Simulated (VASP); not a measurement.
# CaSe (Fm-3m) in VASP: notebook, part 2 of 2

VASP 6.6.1.

## 3. Relaxation of cell and atoms, PBEsol

This run uses another cell than the first one, of 26.45 Å³/atom.

File INCAR:

```
SYSTEM = CaSe
PREC = Accurate ; ENCUT = 600
EDIFF = 1E-6 ; ISMEAR = 0
SIGMA = 0.02 ; LREAL = .False.
LASPH = .True. ; NELM = 60
ALGO = Normal ; ISIF = 3
LWAVE = .False. ; LCHARG = .False.
GGA = PS ; IBRION = 2
NSW = 70 ; EDIFFG = -0.005
```

File KPOINTS:

```
Automatic mesh
0
Gamma
  8 8 8
  0 0 0
```

File POSCAR:

```
CaSe
1.0
    0.0000000000      2.9793658640      2.9793658640
    2.9793658640      0.0000000000      2.9793658640
    2.9793658640      2.9793658640      0.0000000000
Ca Se
1 1
Direct
    0.0000000000      0.0000000000      0.0000000000
    0.5000000000      0.5000000000      0.5000000000
```

Potentials or basis: VASP PAW PBE potentials, release 64 (Ca_sv, Se).

Launch:

```
$ cat potpaw_PBE.64/Ca_sv/POTCAR potpaw_PBE.64/Se/POTCAR > POTCAR
$ mpirun -np 1 vasp_std > vasp.out
```

OUTCAR:

```text
SYSTEM = CaSe
   PREC = Accurate
   ENCUT = 600
   EDIFF = 1E-6
   ISMEAR = 0
   LREAL = .False.
   LASPH = .True.
   NELM = 60
   ISIF = 3
   GGA = PS
   IBRION = 2
   NSW = 70
   EDIFFG = -0.005

 ion  position               nearest neighbor table
   1  0.000  0.000  0.000-   2 2.98   2 2.98   2 2.98   2 2.98   2 2.98   2 2.98
   2  0.500  0.500  0.500-   1 2.98   1 2.98   1 2.98   1 2.98   1 2.98   1 2.98

  LATTYP: Found a face centered cubic cell.
 ALAT       =     5.9587317280

  Lattice vectors:

 A1 = (   0.0000000000,   2.9793658640,   2.9793658640)
 A2 = (   2.9793658640,   0.0000000000,   2.9793658640)
 A3 = (   2.9793658640,   2.9793658640,   0.0000000000)

Analysis of symmetry for initial positions (statically):
=====================================================================
 Subroutine PRICEL returns:
 Original cell was already a primitive cell.

 Routine SETGRP: Setting up the symmetry group for a
 face centered cubic supercell.

 Subroutine GETGRP returns: Found 48 space group operations
 (whereof 48 operations were pure point group operations)
 out of a pool of 48 trial point group operations.

The static configuration has the point symmetry O_h .

Analysis of symmetry for dynamics (positions and initial velocities):
=====================================================================
 Subroutine PRICEL returns:
 Original cell was already a primitive cell.

 Routine SETGRP: Setting up the symmetry group for a
 face centered cubic supercell.

 Subroutine GETGRP returns: Found 48 space group operations
 (whereof 48 operations were pure point group operations)
 out of a pool of 48 trial point group operations.

The dynamic configuration has the point symmetry O_h .

 Subroutine INISYM returns: Found 48 space group operations
 (whereof 48 operations are pure point group operations),
 and found     1 'primitive' translations

----------------------------------------------------------------------------------------

                                     Primitive cell

  volume of cell :      52.8934

  direct lattice vectors                    reciprocal lattice vectors
     0.000000000  2.979365864  2.979365864    -0.167820947  0.167820947  0.167820947
     2.979365864  0.000000000  2.979365864     0.167820947 -0.167820947  0.167820947
     2.979365864  2.979365864  0.000000000     0.167820947  0.167820947 -0.167820947

  length of vectors
     4.213459612  4.213459612  4.213459612     0.290674406  0.290674406  0.290674406

  position of ions in fractional coordinates (direct lattice)
     0.000000000  0.000000000  0.000000000
     0.500000000  0.500000000  0.500000000

  ion indices of the primitive-cell ions
   primitive index   ion index
                 1           1
                 2           2

----------------------------------------------------------------------------------------

 KPOINTS: Automatic mesh

Automatic generation of k-mesh.
 Grid dimensions read from file:
 generate k-points for:    8    8    8

 Generating k-lattice:

  Cartesian coordinates                     Fractional coordinates (reciprocal lattice)
    -0.020977618  0.020977618  0.020977618     0.125000000  0.000000000  0.000000000
     0.020977618 -0.020977618  0.020977618     0.000000000  0.125000000  0.000000000
     0.020977618  0.020977618 -0.020977618     0.000000000  0.000000000  0.125000000

  Length of vectors
     0.036334301  0.036334301  0.036334301

  Shift w.r.t. Gamma in fractional coordinates (k-lattice)
     0.000000000  0.000000000  0.000000000

 Subroutine IBZKPT returns following result:
 ===========================================

 Found     29 irreducible k-points:

 Following reciprocal coordinates:
            Coordinates               Weight
  0.000000  0.000000  0.000000      1.000000
  0.125000  0.000000  0.000000      8.000000
  0.250000  0.000000  0.000000      8.000000
  0.375000  0.000000  0.000000      8.000000
  0.500000  0.000000  0.000000      4.000000
  0.125000  0.125000  0.000000      6.000000
[... 16 lines left out ...]
  0.500000  0.250000  0.125000     48.000000
 -0.375000  0.250000  0.125000     24.000000
 [... further k-points ...]
   k-points           NKPTS =     29   k-points in BZ     NKDIM =     29   number of bands    NBANDS=     12
   number of dos      NEDOS =    301   number of ions     NIONS =      2
   total plane-waves  NPLWV =  46656
   dimension x,y,z NGX =    36 NGY =   36 NGZ =   36
   dimension x,y,z NGXF=    72 NGYF=   72 NGZF=   72
   ions per type =               1   1
   NGX,Y,Z   is equivalent  to a cutoff of  14.20, 14.20, 14.20 a.u.
   NGXF,Y,Z  is equivalent  to a cutoff of  28.41, 28.41, 28.41 a.u.
 SYSTEM =  CaSe
   PREC   = accura    normal or accurate (medium, high low for compatibility)
   ISTART =      0    job   : 0-new  1-cont  2-samecut
   ICHARG =      2    charge: 1-file 2-atom 10-const
   ISPIN  =      1    spin polarized calculation?
   LNONCOLLINEAR =      F non collinear calculations
   LSORBIT =      F    spin-orbit coupling
   LASPH  =      T    aspherical Exc in radial PAW
   ENCUT  =  600.0 eV  44.10 Ry    6.64 a.u.   8.42  8.42  8.42*2*pi/ulx,y,z
   NELM   =     60;   NELMIN=  2; NELMDL= -5     # of ELM steps
   EDIFF  = 0.1E-05   stopping-criterion for ELM
   LREAL  =      F    real-space projection
   EDIFFG = -.5E-02   stopping-criterion for IOM
   NSW    =     70    number of steps for IOM
   IBRION =      2    ionic relax: 0-MD 1-quasi-New 2-CG
   NFREE  =      1    steps in history (QN), initial steepest desc. (CG)
   ISIF   =      3    stress and relaxation
   ISYM   =      2    0-nonsym 1-usesym 2-fastsym
   POTIM  = 0.5000    time-step for ionic-motion
   TEBEG  =    0.0;   TEEND  =   0.0 temperature during run
   PSTRESS=    0.0 pullay stress
   NELECT =      16.0000    total number of electrons
   NUPDOWN=      -1.0000    fix difference up-down
   EMIN   =  10.00;   EMAX   =-10.00  energy-range for DOS
   EFERMI =   0.00;   METHOD = LEGACY
   ISMEAR =     0;   SIGMA  =   0.02  broadening in eV -4-tet -1-fermi 0-gaus
   EFERMI_NEDOS =   21; number of points for ismear=-14 and -15
   IALGO  =     38    algorithm
   IMIX   =      4    mixing-type and parameters
     AMIX     =   0.40;   BMIX     =  1.00
     AMIX_MAG =   1.60;   BMIX_MAG =  1.00
  volume/ion in A,a.u.               =      26.45       178.47
  Fermi-wavevector in a.u.,A,eV,Ry     =   1.098958  2.076729 16.431866  1.207708
  Thomas-Fermi vector in A             =   2.235344
   LORBIT       =      0    0 simple, 1 ext, 2 COOP (PROOUT), +10 PAW based schemes
   GGA     = PS    functional components
   LHFCALC =     F    Hartree Fock is set to
   AEXX    =    0.0000 exact exchange contribution
   IVDW    =     0    specifies the selected vdW correction
   LEPSILON=     F    determine dielectric tensor
   LRPA    =     F    only Hartree local field effects (RPA)
 conjugate gradient relaxation of ions
 non-spin polarized calculation
 Gauss-broadening in eV      SIGMA  =   0.02
  energy-cutoff  :      600.00
  volume of cell :       52.89
 maximum number of plane-waves:      1807
 NGX is ok and might be reduce to    36
   NGX = 17   NGY = 17   NGZ = 17

--------------------------------------- Ionic step        1  -------------------------------------------

 number of electron      16.0000001 magnetization

 Free energy of the ion-electron system (eV)
  ---------------------------------------------------
  ext. energy  EPLUGINS =         0.00000000
  ---------------------------------------------------
  free energy    TOTEN  =       -10.06106599 eV

  energy without entropy =      -10.06106599  energy(sigma->0) =      -10.06106599

 E-fermi :   2.4147     XC(G=0):  -9.2339

 val. band max:        2.1926065268   @ k =   0.0000   0.0000   0.0000
 cond. band min:       4.1727271701   @ k =   0.5000   0.5000   0.0000
 fundamental gap:      1.9801206433
 Fermi energy:         2.4146593479

 k-point     1 :       0.0000    0.0000    0.0000
  band No.  band energies     occupation
      1     -37.4139      2.00000
      2     -18.4843      2.00000
      3     -18.4843      2.00000
      4     -18.4843      2.00000
      5      -9.5568      2.00000
      6       2.1926      2.00000
      7       2.1926      2.00000
      8       2.1926      2.00000
      9       5.2599      0.00000
     10       5.8500      0.00000
     11       5.8500      0.00000
     12       5.8500      0.00000
[... 414 lines left out ...]
  energy  without entropy=      -10.0745034057  energy(sigma->0) =      -10.07450341

--------------------------------------- Ionic step        3  -------------------------------------------

 number of electron      16.0000000 magnetization

 Free energy of the ion-electron system (eV)
  ---------------------------------------------------
  ext. energy  EPLUGINS =         0.00000000
  ---------------------------------------------------
  free energy    TOTEN  =       -10.07481763 eV

  energy without entropy =      -10.07481763  energy(sigma->0) =      -10.07481763

 E-fermi :   2.6941     XC(G=0):  -9.4108

 val. band max:        2.4797044150   @ k =   0.0000   0.0000   0.0000
 cond. band min:       4.3566774142   @ k =   0.5000   0.5000   0.0000
 fundamental gap:      1.8769729992
 Fermi energy:         2.6940602904

 k-point     1 :       0.0000    0.0000    0.0000
  band No.  band energies     occupation
      1     -37.0025      2.00000
      2     -18.0813      2.00000
      3     -18.0813      2.00000
      4     -18.0813      2.00000
      5      -9.4148      2.00000
      6       2.4797      2.00000
      7       2.4797      2.00000
      8       2.4797      2.00000
      9       5.7676      0.00000
     10       6.1183      0.00000
     11       6.1183      0.00000
     12       6.1183      0.00000
[... 374 lines left out ...]
  FREE ENERGIE OF THE ION-ELECTRON SYSTEM (eV)
  ---------------------------------------------------
  free  energy   TOTEN  =       -10.0748176333 eV

  energy  without entropy=      -10.0748176333  energy(sigma->0) =      -10.07481763

 reached required accuracy - stopping structural energy minimisation
```

Run time: 24 s. Hardware: 1 thread of Intel Xeon 6975P-C (Granite Rapids), shared host; peak memory 0.22 GiB.

What came out:

```
Free energy                           : -10.0748 eV
Relaxed volume                        : 25.37 Å³/atom
Relaxed cell                          : a = 4.155 Å, b = 4.155 Å, c = 4.155 Å, α = 60.00°, β = 60.00°, γ = 60.00°
Space group after relaxing (to 0.1 Å) : Fm-3m (No. 225)
Energy gained by relaxing             : 6.9 meV/atom
Ionic steps                           : 3
Pressure after relaxing               : 0.0 GPa
Band gap on the k mesh                : 1.88 eV (least direct gap 2.84 eV)
```

Step by step:
| step | energy change (eV) | largest force (eV/Å) | pressure (GPa) | volume (Å³) |
| --- | --- | --- | --- | --- |
| 1 | 0.0000 | 0.0000 | -1.98 | 52.89 |
| 2 | -0.0134 | 0.0000 | 0.32 | 50.43 |
| 3 | -0.0138 | 0.0000 | 0.02 | 50.74 |

Final structure:
```
Ca Se
1.0
     0.00000    2.93834    2.93834
     2.93834    0.00000    2.93834
     2.93834    2.93834    0.00000
Ca Se
1 1
Direct
  0.00000 0.00000 0.00000
  0.50000 0.50000 0.50000
```

Levels at points of the mesh, in eV from the valence-band top:
```csv
k point,band 5,band 6,band 7,band 8,band 9,band 10,band 11,band 12
"(0.00, 0.00, 0.00)",-11.89,0.00,0.00,0.00,3.29,3.64,3.64,3.64
"(0.50, 0.00, 0.00)",-11.15,-3.41,-1.26,-1.26,4.41,5.50,5.53,5.53
"(0.50, 0.50, 0.00)",-11.29,-2.61,-0.97,-0.97,1.88,5.02,5.07,6.10
```

Caveat: the PAW data sets were made with another functional, which shifts forces and pressure a little. A k mesh can miss the band edges.
